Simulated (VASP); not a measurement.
Crystal: MgO.

```
Mg O
1.0
     3.37042    0.00000    0.00000
    -1.68521    2.91887    0.00000
     0.00000    0.00000    5.16023
Mg O
2 2
Direct
  0.33333 0.66667 0.99109
  0.66667 0.33333 0.49109
  0.33333 0.66667 0.38391
  0.66667 0.33333 0.88391
```

This cell differs from its parent crystal: strain +2.5%.

Base run:

```yaml
Program: VASP 6.6.1
Functional: r2SCAN
Potentials_or_basis: VASP PAW PBE potentials, release 64 (Mg, O)
Cutoff: 520 eV
k_mesh: 12 × 12 × 6
Occupations: gaussian, width 0.01 eV
Spin: no spin polarisation
```

Its results: band gap on the k mesh 3.81 eV; pressure -8.7 GPa.

The run is repeated on the same cell with these changes: functional from r2SCAN to PBE; occupations from gaussian, width 0.01 eV to fermi-dirac, width 0.02 eV. What comes out?

Band gap on the k mesh 3.16 eV; pressure -4.8 GPa.

Caveats: the cell stands under tension; the PAW data sets were made with another functional, which shifts forces and pressure a little (at least some runs).

A k mesh can miss the band edges.
